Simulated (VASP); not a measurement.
Input of a VASP 6.6.1 run:

File INCAR:

```
ALGO = Normal
EDIFF = 1E-7
ENCUT = 520
GGA = PS
ISIF = 2
ISMEAR = 0
LASPH = True
LCHARG = False
LREAL = False
LWAVE = False
NBANDS = 16
NELM = 100
PREC = Accurate
SIGMA = 0.05
```

KPOINTS

```
k-points
0
Gamma
  8 8 8
```

The input POSCAR:

```
AgCl
1.0
    0.0000000000      2.8147472500      2.8563445000
    2.8147472500      0.0000000000      2.8563445000
    2.8147472500      2.8147472500      0.0000000000
Ag Cl
1 1
Direct
    0.5000000000      0.5000000000      0.5000000000
    0.0000000000      0.0000000000      0.0000000000
```

Potentials or basis: VASP PAW PBE potentials, release 64 (Ag, Cl).

Launch:

```console
$ cat potpaw_PBE.64/Ag/POTCAR potpaw_PBE.64/Cl/POTCAR > POTCAR
$ mpirun -np 1 vasp_std > vasp.out
```

Problem. Estimate the pressure.

Solution. -4.8 GPa.

Problem. What does it give for the band gap on the k mesh?

Solution. 0.71 eV, indirect (least direct gap 2.82 eV).

Caveat: the cell differs from its parent crystal (strain +0.015 along x and y, +0.030 along z); the PAW data sets were made with another functional, which shifts forces and pressure a little. A k mesh can miss the band edges.
